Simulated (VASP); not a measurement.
Mg3Sb2: single point with PBE+D4

Crystal: Mg3Sb2.

```
Sb Mg
1.0
     4.50951    0.00000    0.00000
    -2.25476    3.90535    0.00000
     0.00000    0.00000    7.10859
Sb Mg
2 3
Direct
  0.33333 0.66667 0.22284
  0.66667 0.33333 0.77716
  0.00000 0.00000 0.00000
  0.33333 0.66667 0.63186
  0.66667 0.33333 0.36814
```

```json
{"Program": "VASP 6.6.1", "Task": "single point", "Functional": "PBE", "Dispersion": "D4", "Potentials or basis": "VASP PAW PBE potentials, release 64 (Sb, Mg)", "Cutoff": "600 eV", "k mesh": "6 × 6 × 4", "Occupations": "gaussian, width 0.05 eV", "Spin": "no spin polarisation"}
```

```yaml
Pressure: 1.0 GPa
Largest_force: 0.019 eV/Å
Band_gap_on_the_k_mesh: 0.16 eV (least direct gap 1.23 eV)
Dispersion_energy_per_atom: -0.298 eV
```

Forces in eV/Å, atoms in the order of the input:
```
Sb   0.000  0.000 -0.019
Sb   0.000  0.000  0.019
Mg   0.000  0.000  0.000
Mg   0.000  0.000 -0.009
Mg   0.000  0.000  0.009
```

Levels at points of the mesh, in eV from the valence-band top:
| k point | band 5 | band 6 | band 7 | band 8 | band 9 | band 10 | band 11 | band 12 |
| --- | --- | --- | --- | --- | --- | --- | --- | --- |
| (0.00, 0.00, 0.00) | -1.21 | -0.46 | -0.46 | 0.00 | 1.23 | 1.29 | 3.00 | 3.00 |
| (0.50, 0.00, 0.00) | -3.46 | -2.48 | -2.36 | -0.97 | 0.29 | 1.98 | 2.12 | 2.73 |
| (0.00, 0.00, 0.50) | -0.85 | -0.85 | -0.85 | -0.85 | 1.75 | 1.96 | 2.63 | 2.63 |
| (0.50, 0.00, 0.50) | -2.04 | -1.77 | -1.74 | -1.65 | 0.48 | 1.23 | 1.71 | 2.06 |

Run time: 30 s on 1 thread of AMD EPYC 9R45 96-Core Processor (Zen 5), on a shared host, peak memory 0.25 GiB.

Caveat: semilocal functionals underestimate gaps, and a narrow one can read as zero; spin-orbit coupling is left out, which moves the levels of the heavy elements. A k mesh can miss the band edges.
